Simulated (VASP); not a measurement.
**Rb: relaxation of volume and atoms at fixed shape with PBEsol**

The system is Rb.

```
CELL_PARAMETERS angstrom
-2.80250 2.80250 2.80250
2.80250 -2.80250 2.80250
2.80250 2.80250 -2.80250
ATOMIC_POSITIONS crystal
Rb 0.00000 0.00000 0.00000
```

- Program: VASP 6.6.1
- Task: relaxation of volume and atoms at fixed shape
- Functional: PBEsol
- Potentials or basis: VASP PAW PBE potentials, release 64 (Rb_sv)
- Cutoff: 500 eV
- k mesh: 6 × 6 × 6
- Occupations: fermi-dirac, width 0.05 eV
- Spin: no spin polarisation
- Dipole correction: no
- Further INCAR settings: ALGO = Normal; EDIFF = 1e-07; IBRION = 2; EDIFFG = -0.03; NSW = 80; ISIF = 8

| Item | Value |
| --- | --- |
| Pressure after relaxing | 0.0 GPa |

Final structure:
```
CELL_PARAMETERS angstrom
-2.80250 2.80250 2.80250
2.80250 -2.80250 2.80250
2.80250 2.80250 -2.80250
ATOMIC_POSITIONS crystal
Rb 0.00000 0.00000 0.00000
```

Levels at points of the mesh, in eV from the Fermi level:
```
           k point  band 1  band 2  band 3  band 4  band 5  band 6  band 7  band 8
(0.00, 0.00, 0.00)  -28.85  -12.89  -12.89  -12.89   -2.03    3.70    3.70    3.70
(0.50, 0.00, 0.00)  -28.84  -13.00  -12.93  -12.89    0.22    0.79    2.58    4.32
(0.50, 0.50, 0.50)  -28.84  -12.97  -12.97  -12.97    1.23    1.23    3.31    3.31
```

It took 15 s on 1 thread of Intel Xeon 8259CL (shared host), peak memory 0.2 GiB.

Caveat: the relaxation stopped at its first step, so nothing moved; the PAW data sets were made with another functional, which shifts forces and pressure a little.
